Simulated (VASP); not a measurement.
A run of VASP 6.6.1:

File INCAR:

```
SYSTEM = PtSe2
PREC = Accurate
ENCUT = 520
EDIFF = 1E-6
ISMEAR = 0
SIGMA = 0.02
LREAL = .FALSE.
LASPH = .TRUE.
NELM = 60
ALGO = Normal
ISIF = 2
LWAVE = .FALSE.
LCHARG = .FALSE.
GGA = PE
NBANDS = 18
```

Contents of KPOINTS:

```
Automatic mesh
0
G
  12 12 4
  0 0 0
```

POSCAR

```
PtSe2
1.0
    3.7515594964      0.0000000000      0.0000000000
   -1.8757797482      3.2489458277      0.0000000000
    0.0000000000      0.0000000000      6.5013330579
Pt Se
1 2
Direct
    0.0000000000      0.0000000000      0.0000000000
    0.6666666667      0.3333333333      0.7990307627
    0.3333333333      0.6666666667      0.2009692373
```

Potentials or basis: VASP PAW PBE potentials, release 64 (Pt, Se).

Launch:

```bash
$ cat potpaw_PBE.64/Pt/POTCAR potpaw_PBE.64/Se/POTCAR > POTCAR
$ mpirun -np 1 vasp_std > vasp.out
```

Hardware: 1 thread of Intel(R) Xeon(R) Platinum 8375C CPU @ 2.90GHz (Ice Lake) (shared host).

Question: Estimate the wall time of this run.

Answer: Run time: 58 s on 1 thread of Intel(R) Xeon(R) Platinum 8375C CPU @ 2.90GHz (Ice Lake), with other jobs on the host, peak memory 0.25 GiB. Counts: scf iterations 13, k points 69.
